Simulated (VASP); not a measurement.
A run of VASP 6.6.1 is set up as follows.

Contents of POSCAR:

```
KCl
1.0
    3.5571799542      0.0000000000      0.0000000000
    0.0000000000      3.5571799542      0.0000000000
    0.0000000000      0.0000000000      3.5571799542
K Cl
1 1
Direct
    0.0000000000      0.0000000000      0.0000000000
    0.5000000000      0.5000000000      0.5000000000
```

File INCAR.step1:

```
PREC = Accurate
ENCUT = 520
ISMEAR = 0
SIGMA = 0.05
LREAL = False
LASPH = True
NELM = 100
NBANDS = 15
GGA = PE
ALGO = Normal
EDIFF = 1E-4
LWAVE = True
LCHARG = False
```

Contents of INCAR.step2:

```
PREC = Accurate
ENCUT = 520
EDIFF = 1E-6
ISMEAR = 0
SIGMA = 0.05
LREAL = False
LASPH = True
NELM = 100
ALGO = Normal
ISIF = 2
LWAVE = False
LCHARG = False
METAGGA = R2SCAN
LMIXTAU = True
NBANDS = 15
ISTART = 1
```

The input KPOINTS:

```
Automatic mesh
0
Gamma
  6 6 6
```

Potentials or basis: VASP PAW PBE potentials, release 64 (K_sv, Cl).

Command:

```sh
$ cat potpaw_PBE.64/K_sv/POTCAR potpaw_PBE.64/Cl/POTCAR > POTCAR
$ cp INCAR.step1 INCAR
$ mpirun -np 1 vasp_std > vasp.out
$ cp INCAR.step2 INCAR
$ mpirun -np 1 vasp_std > vasp.out
```

Question: Predict the pressure.

Answer: 6.1 GPa.

Question: Predict the band gap on the k mesh.

Answer: 6.80 eV (least direct gap 6.91 eV).

Caveat: the cell stands under pressure; the PAW data sets were made with another functional, which shifts forces and pressure a little. A k mesh can miss the band edges.
